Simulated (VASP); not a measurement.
Sb, 2 atoms in the cell. It takes space group R-3m (No. 166, trigonal). Conventional cell: a = 4.294 Å, b = 4.294 Å, c = 10.964 Å, α = 90.00°, β = 90.00°, γ = 120.00°. Within 3.8 Å of Sb (site symmetry 3m) lie 6 Sb at 2.91 to 3.27 Å. 

* Program: VASP 6.6.1
* Task: single point
* Functional: LDA
* Potentials or basis: VASP PAW LDA potentials, release 64 (Sb_d_GW)
* Cutoff: 500 eV
* k mesh: 12 × 12 × 12
* Occupations: gaussian, width 0.1 eV
* Spin: no spin polarisation
* Dipole correction: no
* Second run: valence_matched
* Further INCAR settings: ALGO = Normal; EDIFF = 1e-06; NBANDS = 22

Potentials or basis: VASP PAW LDA potentials, release 64 (Sb_d_GW).

Command:

```console
$ cat potpaw_LDA.64/Sb_d_GW/POTCAR > POTCAR
$ mpirun -np 1 vasp_std > vasp.out
```

Hardware: 1 thread of AMD EPYC 7R43 64-Core Processor (Zen 3), on a shared host.

**Question.** How long does it take, and how much memory?

**Answer.** Run time: 3.1 min on 1 thread of AMD EPYC 7R43 64-Core Processor (Zen 3), on a shared host, peak memory 0.29 GiB. Counts: scf iterations 10, k points 189.
